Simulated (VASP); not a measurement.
# Cs3Pr (Pm-3n) in VASP: single point with PBE

Aim: the single point of Cs3Pr with PBE.

Program: VASP 6.6.1. These are calculated values, not measurements. Logs are shortened: lines on timing, memory, paths and dates and some standing lists are left out, and cuts for length are marked.

## (1) The cell of the first run

It takes space group Pm-3n (No. 223, cubic). Conventional cell: a = 8.155 Å, b = 8.155 Å, c = 8.155 Å, α = 90.00°, β = 90.00°, γ = 90.00°. Within 5.4 Å of Cs (site symmetry -4m2) lie 10 Cs at 4.08 to 4.99 Å and 4 Pr at 4.56 Å.

The cell was built from a structure type or drawn by symmetry, and may not be a known phase.

## (2) Single point, PBE

Contents of INCAR:

```
SYSTEM = Cs3Pr
  ALGO = Normal
  EDIFF = 1E-6
  ENCUT = 500
  GGA = PE
  GGA_COMPAT = .False.
  ISIF = 2
  ISMEAR = 0
  LASPH = .True.
  LCHARG = .True.
  LELF = .True.
  LMAXMIX = 6
  LREAL = .False.
  LVHAR = .True.
  LWAVE = .False.
  NBANDS = 48
  NELM = 200
  PREC = Accurate
  SIGMA = 0.2
```

Contents of KPOINTS:

```
k-points
0
Gamma
  3 3 3
  0 0 0
```

Contents of POSCAR:

```
Cs3Pr
1.0
    8.1552187074      0.0000000000      0.0000000000
    0.0000000000      8.1552187074      0.0000000000
    0.0000000000      0.0000000000      8.1552187074
Cs Pr
6 2
Direct
    0.2500000000      0.5000000000      0.0000000000
    0.7500000000      0.5000000000      0.0000000000
    0.0000000000      0.2500000000      0.5000000000
    0.0000000000      0.7500000000      0.5000000000
    0.5000000000      0.0000000000      0.2500000000
    0.5000000000      0.0000000000      0.7500000000
    0.0000000000      0.0000000000      0.0000000000
    0.5000000000      0.5000000000      0.5000000000
```

Potentials or basis: VASP PAW PBE potentials, release 64 (Cs_sv, Pr_3), 4f in core.

Started as:

```
cat potpaw_PBE.64/Cs_sv/POTCAR potpaw_PBE.64/Pr_3/POTCAR > POTCAR
mpirun -np 1 vasp_std > vasp.out
```

OUTCAR:

```text
SYSTEM = Cs3Pr
   EDIFF = 1E-6
   ENCUT = 500
   GGA = PE
   ISIF = 2
   ISMEAR = 0
   LASPH = .True.
   LREAL = .False.
   NELM = 200
   PREC = Accurate

 ion  position               nearest neighbor table
   1  0.250  0.500  0.000-
   2  0.750  0.500  0.000-
   3  0.000  0.250  0.500-
   4  0.000  0.750  0.500-
   5  0.500  0.000  0.250-
   6  0.500  0.000  0.750-
   7  0.000  0.000  0.000-
   8  0.500  0.500  0.500-

  LATTYP: Found a simple cubic cell.
 ALAT       =     8.1552187074

  Lattice vectors:

 A1 = (   8.1552187074,   0.0000000000,   0.0000000000)
 A2 = (   0.0000000000,   8.1552187074,   0.0000000000)
 A3 = (   0.0000000000,   0.0000000000,   8.1552187074)

Analysis of symmetry for initial positions (statically):
=====================================================================
 Subroutine PRICEL returns:
 Original cell was already a primitive cell.

 Routine SETGRP: Setting up the symmetry group for a
 simple cubic supercell.

 Subroutine GETGRP returns: Found 48 space group operations
 (whereof 24 operations were pure point group operations)
 out of a pool of 48 trial point group operations.

The static configuration has the point symmetry T_h .
 The point group associated with its full space group is O_h .

Analysis of symmetry for dynamics (positions and initial velocities):
=====================================================================
 Subroutine PRICEL returns:
 Original cell was already a primitive cell.

 Routine SETGRP: Setting up the symmetry group for a
 simple cubic supercell.

 Subroutine GETGRP returns: Found 48 space group operations
 (whereof 24 operations were pure point group operations)
 out of a pool of 48 trial point group operations.

The dynamic configuration has the point symmetry T_h .
 The point group associated with its full space group is O_h .

 Subroutine INISYM returns: Found 48 space group operations
 (whereof 24 operations are pure point group operations),
 and found     1 'primitive' translations

----------------------------------------------------------------------------------------

                                     Primitive cell

  volume of cell :     542.3840

  direct lattice vectors                    reciprocal lattice vectors
     8.155218707  0.000000000  0.000000000     0.122620868  0.000000000  0.000000000
     0.000000000  8.155218707  0.000000000     0.000000000  0.122620868  0.000000000
     0.000000000  0.000000000  8.155218707     0.000000000  0.000000000  0.122620868

  length of vectors
     8.155218707  8.155218707  8.155218707     0.122620868  0.122620868  0.122620868

  position of ions in fractional coordinates (direct lattice)
     0.250000000  0.500000000  0.000000000
     0.750000000  0.500000000  0.000000000
     0.000000000  0.250000000  0.500000000
     0.000000000  0.750000000  0.500000000
     0.500000000  0.000000000  0.250000000
     0.500000000  0.000000000  0.750000000
     0.000000000  0.000000000  0.000000000
     0.500000000  0.500000000  0.500000000

  ion indices of the primitive-cell ions
   primitive index   ion index
                 1           1
                 2           2
                 3           3
                 4           4
                 5           5
                 6           6
                 7           7
                 8           8

----------------------------------------------------------------------------------------

 KPOINTS: k-points

Automatic generation of k-mesh.
 Grid dimensions read from file:
 generate k-points for:    3    3    3

 Generating k-lattice:

  Cartesian coordinates                     Fractional coordinates (reciprocal lattice)
     0.040873623  0.000000000  0.000000000     0.333333333  0.000000000  0.000000000
     0.000000000  0.040873623  0.000000000     0.000000000  0.333333333  0.000000000
     0.000000000  0.000000000  0.040873623     0.000000000  0.000000000  0.333333333

  Length of vectors
     0.040873623  0.040873623  0.040873623

  Shift w.r.t. Gamma in fractional coordinates (k-lattice)
     0.000000000  0.000000000  0.000000000

 Subroutine IBZKPT returns following result:
 ===========================================

 Found      4 irreducible k-points:

 Following reciprocal coordinates:
            Coordinates               Weight
  0.000000  0.000000  0.000000      1.000000
  0.333333  0.000000  0.000000      6.000000
  0.333333  0.333333  0.000000     12.000000
  0.333333  0.333333  0.333333      8.000000
   k-points           NKPTS =      4   k-points in BZ     NKDIM =      4   number of bands    NBANDS=     48
   number of dos      NEDOS =    301   number of ions     NIONS =      8
   total plane-waves  NPLWV = 216000
   dimension x,y,z NGX =    60 NGY =   60 NGZ =   60
   dimension x,y,z NGXF=   120 NGYF=  120 NGZF=  120
   ions per type =               6   2
   NGX,Y,Z   is equivalent  to a cutoff of  12.23, 12.23, 12.23 a.u.
   NGXF,Y,Z  is equivalent  to a cutoff of  24.46, 24.46, 24.46 a.u.
 SYSTEM =  Cs3Pr
   PREC   = accura    normal or accurate (medium, high low for compatibility)
   ISTART =      0    job   : 0-new  1-cont  2-samecut
   ICHARG =      2    charge: 1-file 2-atom 10-const
   ISPIN  =      1    spin polarized calculation?
   LNONCOLLINEAR =      F non collinear calculations
   LSORBIT =      F    spin-orbit coupling
   LASPH  =      T    aspherical Exc in radial PAW
   ENCUT  =  500.0 eV  36.75 Ry    6.06 a.u.  14.87 14.87 14.87*2*pi/ulx,y,z
   NELM   =    200;   NELMIN=  2; NELMDL= -5     # of ELM steps
   EDIFF  = 0.1E-05   stopping-criterion for ELM
   LREAL  =      F    real-space projection
   EDIFFG = 0.1E-04   stopping-criterion for IOM
   NSW    =      0    number of steps for IOM
   IBRION =     -1    ionic relax: 0-MD 1-quasi-New 2-CG
   NFREE  =      0    steps in history (QN), initial steepest desc. (CG)
   ISIF   =      2    stress and relaxation
   ISYM   =      2    0-nonsym 1-usesym 2-fastsym
   POTIM  = 0.5000    time-step for ionic-motion
   TEBEG  =    0.0;   TEEND  =   0.0 temperature during run
   PSTRESS=    0.0 pullay stress
   NELECT =      76.0000    total number of electrons
   NUPDOWN=      -1.0000    fix difference up-down
   EMIN   =  10.00;   EMAX   =-10.00  energy-range for DOS
   EFERMI =   0.00;   METHOD = LEGACY
   ISMEAR =     0;   SIGMA  =   0.20  broadening in eV -4-tet -1-fermi 0-gaus
   EFERMI_NEDOS =   21; number of points for ismear=-14 and -15
   IALGO  =     38    algorithm
   IMIX   =      4    mixing-type and parameters
     AMIX     =   0.40;   BMIX     =  1.00
     AMIX_MAG =   1.60;   BMIX_MAG =  1.00
  volume/ion in A,a.u.               =      67.80       457.52
  Fermi-wavevector in a.u.,A,eV,Ry     =   0.850310  1.606852  9.837372  0.723026
  Thomas-Fermi vector in A             =   1.966267
   LORBIT       =      0    0 simple, 1 ext, 2 COOP (PROOUT), +10 PAW based schemes
   GGA     = PE    functional components
   LHFCALC =     F    Hartree Fock is set to
   AEXX    =    0.0000 exact exchange contribution
   IVDW    =     0    specifies the selected vdW correction
   LEPSILON=     F    determine dielectric tensor
   LRPA    =     F    only Hartree local field effects (RPA)
 non-spin polarized calculation
 Gauss-broadening in eV      SIGMA  =   0.20
  energy-cutoff  :      500.00
  volume of cell :      542.38
 maximum number of plane-waves:     13805
 NGX is ok and might be reduce to    60
   NGX = 29   NGY = 29   NGZ = 29

 number of electron      76.0000020 magnetization

 Free energy of the ion-electron system (eV)
  ---------------------------------------------------
  ext. energy  EPLUGINS =         0.00000000
  ---------------------------------------------------
  free energy    TOTEN  =        -9.62472879 eV

  energy without entropy =       -9.26767342  energy(sigma->0) =       -9.44620111

 E-fermi :   1.5857     XC(G=0):  -7.0187

 val. band max:        1.5734156429   @ k =   0.3333   0.0000   0.0000
 cond. band min:       1.6052792560   @ k =   0.3333   0.3333   0.0000
 fundamental gap:      0.0318636131
 Fermi energy:         1.5857054469

 k-point     1 :       0.0000    0.0000    0.0000
  band No.  band energies     occupation
      1     -36.3091      2.00000
      2     -36.3091      2.00000
      3     -21.6235      2.00000
      4     -21.6016      2.00000
      5     -21.6016      2.00000
      6     -21.5297      2.00000
[... 40 lines left out ...]
     47       2.2472      0.00000
     48       2.6310      0.00000

 k-point     2 :       0.3333    0.0000    0.0000
  band No.  band energies     occupation
      1     -36.3091      2.00000
      2     -36.3091      2.00000
      3     -21.6157      2.00000
      4     -21.6058      2.00000
      5     -21.5863      2.00000
      6     -21.5493      2.00000
[... 40 lines left out ...]
     47       2.5125      0.00000
     48       2.5126      0.00000

 k-point     3 :       0.3333    0.3333    0.0000
  band No.  band energies     occupation
      1     -36.3091      2.00000
      2     -36.3091      2.00000
      3     -21.6104      2.00000
      4     -21.5940      2.00000
      5     -21.5842      2.00000
      6     -21.5513      2.00000
[... 40 lines left out ...]
     47       2.7206      0.00000
     48       2.7345      0.00000

 k-point     4 :       0.3333    0.3333    0.3333
  band No.  band energies     occupation
      1     -36.3091      2.00000
      2     -36.3091      2.00000
      3     -21.5950      2.00000
      4     -21.5870      2.00000
      5     -21.5870      2.00000
      6     -21.5505      2.00000
[... 40 lines left out ...]
     47       2.3449      0.00000
     48       2.7295      0.00000

------------------------ aborting loop because EDIFF is reached ----------------------------------------

  FORCE on cell =-STRESS in cart. coord.  units (eV):
  Direction    XX          YY          ZZ          XY          YZ          ZX
  --------------------------------------------------------------------------------------
  -------------------------------------------------------------------------------------
  Total        2.2475474      2.2475474      2.2475474      0.0000000      0.0000000     -0.0000000
  in kB        6.6391518      6.6391518      6.6391518      0.0000000      0.0000000     -0.0000000
  external PRESSURE =       6.6391518 kB  Pullay stress =       0.0000000 kB

 VOLUME and BASIS-vectors are now :
 -----------------------------------------------------------------------------
  energy-cutoff  :      500.00
  volume of cell :      542.38
      direct lattice vectors                 reciprocal lattice vectors
     8.155218707  0.000000000  0.000000000     0.122620868  0.000000000  0.000000000
     0.000000000  8.155218707  0.000000000     0.000000000  0.122620868  0.000000000
     0.000000000  0.000000000  8.155218707     0.000000000  0.000000000  0.122620868

 POSITION                                       TOTAL-FORCE (eV/Angst)
 -----------------------------------------------------------------------------------
      2.03880      4.07761      0.00000        -0.000000      0.000000     -0.000000
      6.11641      4.07761      0.00000         0.000000     -0.000000      0.000000
      0.00000      2.03880      4.07761        -0.000000     -0.000000      0.000000
      0.00000      6.11641      4.07761        -0.000000     -0.000000     -0.000000
      4.07761      0.00000      2.03880        -0.000000      0.000000      0.000000
      4.07761      0.00000      6.11641         0.000000     -0.000000     -0.000000
      0.00000      0.00000      0.00000         0.000000     -0.000000      0.000000
      4.07761      4.07761      4.07761         0.000000     -0.000000      0.000000
 -----------------------------------------------------------------------------------
    total drift:                                0.000000     -0.000000      0.000000

  FREE ENERGIE OF THE ION-ELECTRON SYSTEM (eV)
  ---------------------------------------------------
  free  energy   TOTEN  =        -9.6247287913 eV

  energy  without entropy=       -9.2676734243  energy(sigma->0) =       -9.44620111
```

It took 95 s on 1 thread of Intel Xeon 6975P-C (Granite Rapids), shared host; peak memory 0.49 GiB.

Results:

- Free energy: -9.6247 eV
- Pressure: 0.7 GPa
- Band gap on the k mesh: zero (bands 38 and 39 overlap by 0.30 eV)

Caveat: spin-orbit coupling is left out, which moves the levels of the heavy elements; the 4f electrons are frozen in the core, so they carry no moment and show no levels. Spin polarisation is off, so any magnetic state and its effect on volume and gap are missing.
